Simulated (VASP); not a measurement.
# RbCl (Fm-3m) in VASP: single point with PBEsol

Aim: the single point of RbCl with PBEsol.

All numbers are computed with VASP 6.6.1; they aren't measurements. Logs are shortened: lines on timing, memory, paths and dates and some standing lists are left out, and cuts for length are marked.

## (1) The cell of the first run

It takes space group Fm-3m (No. 225, cubic). Conventional cell: a = 6.548 Å, b = 6.548 Å, c = 6.548 Å, α = 90.00°, β = 90.00°, γ = 90.00°. Rb (site symmetry m-3m) has 6 Cl at 3.27 Å within 4.3 Å. Within 4.3 Å of Cl (site symmetry m-3m) lie 6 Rb at 3.27 Å.

## (2) Single point, PBEsol

INCAR

```
ALGO = Normal ; EDIFF = 1E-6
ENCUT = 500 ; GGA = PS
GGA_COMPAT = False ; ISIF = 2
ISMEAR = -1 ; LASPH = True
LCHARG = False ; LREAL = False
LWAVE = False ; NBANDS = 15
NELM = 120 ; PREC = Accurate
SIGMA = 0.02
```

KPOINTS

```
k-points
0
Gamma
  7 7 7
```

POSCAR

```
RbCl
1.0
    0.0000000000      3.2740000000      3.2740000000
    3.2740000000      0.0000000000      3.2740000000
    3.2740000000      3.2740000000      0.0000000000
Rb Cl
1 1
Direct
    0.0000000000      0.0000000000      0.0000000000
    0.5000000000      0.5000000000      0.5000000000
```

Potentials or basis: VASP PAW PBE potentials, release 64 (Rb_sv, Cl).

Command:

```sh
$ cat potpaw_PBE.64/Rb_sv/POTCAR potpaw_PBE.64/Cl/POTCAR > POTCAR
$ mpirun -np 1 vasp_std > vasp.out
```

OUTCAR:

```text
EDIFF = 1E-6
   ENCUT = 500
   GGA = PS
   ISIF = 2
   ISMEAR = -1
   LASPH = True
   LREAL = False
   NELM = 120
   PREC = Accurate

 ion  position               nearest neighbor table
   1  0.000  0.000  0.000-   2 3.27   2 3.27   2 3.27   2 3.27   2 3.27   2 3.27
   2  0.500  0.500  0.500-   1 3.27   1 3.27   1 3.27   1 3.27   1 3.27   1 3.27

  LATTYP: Found a face centered cubic cell.
 ALAT       =     6.5480000000

  Lattice vectors:

 A1 = (   0.0000000000,   3.2740000000,   3.2740000000)
 A2 = (   3.2740000000,   0.0000000000,   3.2740000000)
 A3 = (   3.2740000000,   3.2740000000,   0.0000000000)

Analysis of symmetry for initial positions (statically):
=====================================================================
 Subroutine PRICEL returns:
 Original cell was already a primitive cell.

 Routine SETGRP: Setting up the symmetry group for a
 face centered cubic supercell.

 Subroutine GETGRP returns: Found 48 space group operations
 (whereof 48 operations were pure point group operations)
 out of a pool of 48 trial point group operations.

The static configuration has the point symmetry O_h .

Analysis of symmetry for dynamics (positions and initial velocities):
=====================================================================
 Subroutine PRICEL returns:
 Original cell was already a primitive cell.

 Routine SETGRP: Setting up the symmetry group for a
 face centered cubic supercell.

 Subroutine GETGRP returns: Found 48 space group operations
 (whereof 48 operations were pure point group operations)
 out of a pool of 48 trial point group operations.

The dynamic configuration has the point symmetry O_h .

 Subroutine INISYM returns: Found 48 space group operations
 (whereof 48 operations are pure point group operations),
 and found     1 'primitive' translations

----------------------------------------------------------------------------------------

                                     Primitive cell

  volume of cell :      70.1885

  direct lattice vectors                    reciprocal lattice vectors
     0.000000000  3.274000000  3.274000000    -0.152718387  0.152718387  0.152718387
     3.274000000  0.000000000  3.274000000     0.152718387 -0.152718387  0.152718387
     3.274000000  3.274000000  0.000000000     0.152718387  0.152718387 -0.152718387

  length of vectors
     4.630135203  4.630135203  4.630135203     0.264516006  0.264516006  0.264516006

  position of ions in fractional coordinates (direct lattice)
     0.000000000  0.000000000  0.000000000
     0.500000000  0.500000000  0.500000000

  ion indices of the primitive-cell ions
   primitive index   ion index
                 1           1
                 2           2

----------------------------------------------------------------------------------------

 KPOINTS: k-points

Automatic generation of k-mesh.
 Grid dimensions read from file:
 generate k-points for:    7    7    7

 Generating k-lattice:

  Cartesian coordinates                     Fractional coordinates (reciprocal lattice)
    -0.021816912  0.021816912  0.021816912     0.142857143  0.000000000  0.000000000
     0.021816912 -0.021816912  0.021816912     0.000000000  0.142857143  0.000000000
     0.021816912  0.021816912 -0.021816912     0.000000000  0.000000000  0.142857143

  Length of vectors
     0.037788001  0.037788001  0.037788001

  Shift w.r.t. Gamma in fractional coordinates (k-lattice)
     0.000000000  0.000000000  0.000000000

 Subroutine IBZKPT returns following result:
 ===========================================

 Found     20 irreducible k-points:

 Following reciprocal coordinates:
            Coordinates               Weight
  0.000000  0.000000  0.000000      1.000000
  0.142857  0.000000  0.000000      8.000000
  0.285714  0.000000  0.000000      8.000000
  0.428571  0.000000  0.000000      8.000000
  0.142857  0.142857  0.000000      6.000000
  0.285714  0.142857  0.000000     24.000000
[... 12 lines left out ...]
 -0.428571  0.428571  0.142857     24.000000
 -0.285714  0.428571  0.142857     24.000000
   k-points           NKPTS =     20   k-points in BZ     NKDIM =     20   number of bands    NBANDS=     15
   number of dos      NEDOS =    301   number of ions     NIONS =      2
   total plane-waves  NPLWV =  46656
   dimension x,y,z NGX =    36 NGY =   36 NGZ =   36
   dimension x,y,z NGXF=    72 NGYF=   72 NGZF=   72
   ions per type =               1   1
   NGX,Y,Z   is equivalent  to a cutoff of  12.93, 12.93, 12.93 a.u.
   NGXF,Y,Z  is equivalent  to a cutoff of  25.85, 25.85, 25.85 a.u.
 SYSTEM =  unknown system
   PREC   = accura    normal or accurate (medium, high low for compatibility)
   ISTART =      0    job   : 0-new  1-cont  2-samecut
   ICHARG =      2    charge: 1-file 2-atom 10-const
   ISPIN  =      1    spin polarized calculation?
   LNONCOLLINEAR =      F non collinear calculations
   LSORBIT =      F    spin-orbit coupling
   LASPH  =      T    aspherical Exc in radial PAW
   ENCUT  =  500.0 eV  36.75 Ry    6.06 a.u.   8.44  8.44  8.44*2*pi/ulx,y,z
   NELM   =    120;   NELMIN=  2; NELMDL= -5     # of ELM steps
   EDIFF  = 0.1E-05   stopping-criterion for ELM
   LREAL  =      F    real-space projection
   EDIFFG = 0.1E-04   stopping-criterion for IOM
   NSW    =      0    number of steps for IOM
   IBRION =     -1    ionic relax: 0-MD 1-quasi-New 2-CG
   NFREE  =      0    steps in history (QN), initial steepest desc. (CG)
   ISIF   =      2    stress and relaxation
   ISYM   =      2    0-nonsym 1-usesym 2-fastsym
   POTIM  = 0.5000    time-step for ionic-motion
   TEBEG  =    0.0;   TEEND  =   0.0 temperature during run
   PSTRESS=    0.0 pullay stress
   NELECT =      16.0000    total number of electrons
   NUPDOWN=      -1.0000    fix difference up-down
   EMIN   =  10.00;   EMAX   =-10.00  energy-range for DOS
   EFERMI =   0.00;   METHOD = LEGACY
   ISMEAR =    -1;   SIGMA  =   0.02  broadening in eV -4-tet -1-fermi 0-gaus
   EFERMI_NEDOS =   21; number of points for ismear=-14 and -15
   IALGO  =     38    algorithm
   IMIX   =      4    mixing-type and parameters
     AMIX     =   0.40;   BMIX     =  1.00
     AMIX_MAG =   1.60;   BMIX_MAG =  1.00
  volume/ion in A,a.u.               =      35.09       236.83
  Fermi-wavevector in a.u.,A,eV,Ry     =   1.000060  1.889840 13.607465  1.000120
  Thomas-Fermi vector in A             =   2.132392
   LORBIT       =      0    0 simple, 1 ext, 2 COOP (PROOUT), +10 PAW based schemes
   GGA     = PS    functional components
   LHFCALC =     F    Hartree Fock is set to
   AEXX    =    0.0000 exact exchange contribution
   IVDW    =     0    specifies the selected vdW correction
   LEPSILON=     F    determine dielectric tensor
   LRPA    =     F    only Hartree local field effects (RPA)
 non-spin polarized calculation
  energy-cutoff  :      500.00
  volume of cell :       70.19
 maximum number of plane-waves:      1807
 NGX is ok and might be reduce to    36
   NGX = 17   NGY = 17   NGZ = 17

 number of electron      16.0000001 magnetization

 Free energy of the ion-electron system (eV)
  ---------------------------------------------------
  ext. energy  EPLUGINS =         0.00000000
  ---------------------------------------------------
  free energy    TOTEN  =        -6.89452254 eV

  energy without entropy =       -6.89452254  energy(sigma->0) =       -6.89452254

 E-fermi :  -1.4791     XC(G=0):  -7.5903

 val. band max:       -1.8941100463   @ k =   0.0000   0.0000   0.0000
 cond. band min:       2.9932165713   @ k =   0.0000   0.0000   0.0000
 fundamental gap:      4.8873266176
 Fermi energy:        -1.4791420518

 k-point     1 :       0.0000    0.0000    0.0000
  band No.  band energies     occupation
      1     -25.7352      2.00000
      2     -13.8770      2.00000
      3      -9.7951      2.00000
      4      -9.7951      2.00000
      5      -9.7951      2.00000
      6      -1.8941      2.00000
      7      -1.8941      2.00000
      8      -1.8941      2.00000
      9       2.9932      0.00000
     10       6.0188      0.00000
     11       6.0188      0.00000
     12       6.0188      0.00000
     13       7.0098      0.00000
     14       7.0098      0.00000
     15      10.0615      0.00000

 k-point     2 :       0.1429    0.0000    0.0000
  band No.  band energies     occupation
      1     -25.7318      2.00000
      2     -13.8901      2.00000
      3      -9.7975      2.00000
      4      -9.7975      2.00000
      5      -9.7892      2.00000
      6      -2.1042      2.00000
      7      -1.9668      2.00000
      8      -1.9668      2.00000
      9       3.4737      0.00000
     10       5.8676      0.00000
     11       6.2791      0.00000
     12       6.2791      0.00000
     13       7.3224      0.00000
     14       7.3224      0.00000
     15      10.8905      0.00000

 k-point     3 :       0.2857    0.0000    0.0000
  band No.  band energies     occupation
      1     -25.7244      2.00000
      2     -13.9193      2.00000
      3      -9.8030      2.00000
      4      -9.8030      2.00000
      5      -9.7762      2.00000
      6      -2.5012      2.00000
      7      -2.1221      2.00000
      8      -2.1221      2.00000
      9       4.5895      0.00000
     10       5.7907      0.00000
     11       7.0194      0.00000
     12       7.0194      0.00000
     13       8.1524      0.00000
     14       8.1524      0.00000
     15      11.4723      0.00000
[... 271 lines left out ...]
 k-point    19 :      -0.4286    0.4286    0.1429
  band No.  band energies     occupation
      1     -25.7133      2.00000
      2     -13.8572      2.00000
      3     -10.0101      2.00000
      4      -9.9316      2.00000
      5      -9.8265      2.00000
      6      -2.3053      2.00000
      7      -2.1752      2.00000
      8      -2.0567      2.00000
      9       4.7663      0.00000
     10       6.2149      0.00000
     11       7.3168      0.00000
     12       8.2784      0.00000
     13       8.6857      0.00000
     14       9.5534      0.00000
     15      10.1128      0.00000

 k-point    20 :      -0.2857    0.4286    0.1429
  band No.  band energies     occupation
      1     -25.7127      2.00000
      2     -13.8679      2.00000
      3     -10.0030      2.00000
      4      -9.9437      2.00000
      5      -9.7899      2.00000
      6      -2.3856      2.00000
      7      -2.1577      2.00000
      8      -2.1461      2.00000
      9       5.3867      0.00000
     10       6.0789      0.00000
     11       7.4080      0.00000
     12       7.5765      0.00000
     13       9.3797      0.00000
     14       9.4927      0.00000
     15      10.5553      0.00000

------------------------ aborting loop because EDIFF is reached ----------------------------------------

  FORCE on cell =-STRESS in cart. coord.  units (eV):
  Direction    XX          YY          ZZ          XY          YZ          ZX
  --------------------------------------------------------------------------------------
  -------------------------------------------------------------------------------------
  Total       -0.0105951     -0.0105951     -0.0105951     -0.0000000      0.0000000     -0.0000000
  in kB       -0.2418519     -0.2418519     -0.2418519     -0.0000000      0.0000000     -0.0000000
  external PRESSURE =      -0.2418519 kB  Pullay stress =       0.0000000 kB

 VOLUME and BASIS-vectors are now :
 -----------------------------------------------------------------------------
  energy-cutoff  :      500.00
  volume of cell :       70.19
      direct lattice vectors                 reciprocal lattice vectors
     0.000000000  3.274000000  3.274000000    -0.152718387  0.152718387  0.152718387
     3.274000000  0.000000000  3.274000000     0.152718387 -0.152718387  0.152718387
     3.274000000  3.274000000  0.000000000     0.152718387  0.152718387 -0.152718387

 POSITION                                       TOTAL-FORCE (eV/Angst)
 -----------------------------------------------------------------------------------
      0.00000      0.00000      0.00000        -0.000000      0.000000     -0.000000
      3.27400      3.27400      3.27400         0.000000     -0.000000      0.000000
 -----------------------------------------------------------------------------------
    total drift:                                0.000000      0.000000      0.000000

  FREE ENERGIE OF THE ION-ELECTRON SYSTEM (eV)
  ---------------------------------------------------
  free  energy   TOTEN  =        -6.8945225432 eV

  energy  without entropy=       -6.8945225432  energy(sigma->0) =       -6.89452254
```

Wall time 13 s (1 thread of Intel Xeon Platinum 8559C (Emerald Rapids), shared host); peak memory 0.2 GiB.

What came out:

| Item | Value |
| --- | --- |
| Free energy | -6.8945 eV |
| Pressure | 0.0 GPa |
| Band gap on the k mesh | 4.89 eV |

Levels at points of the mesh, in eV from the valence-band top:
| k point | band 5 | band 6 | band 7 | band 8 | band 9 | band 10 | band 11 | band 12 |
| --- | --- | --- | --- | --- | --- | --- | --- | --- |
| (0.00, 0.00, 0.00) | -7.90 | 0.00 | 0.00 | 0.00 | 4.89 | 7.91 | 7.91 | 7.91 |

Caveat: the PAW data sets were made with another functional, which shifts forces and pressure a little; an odd mesh through Γ misses points on the zone boundary, where band edges can lie.
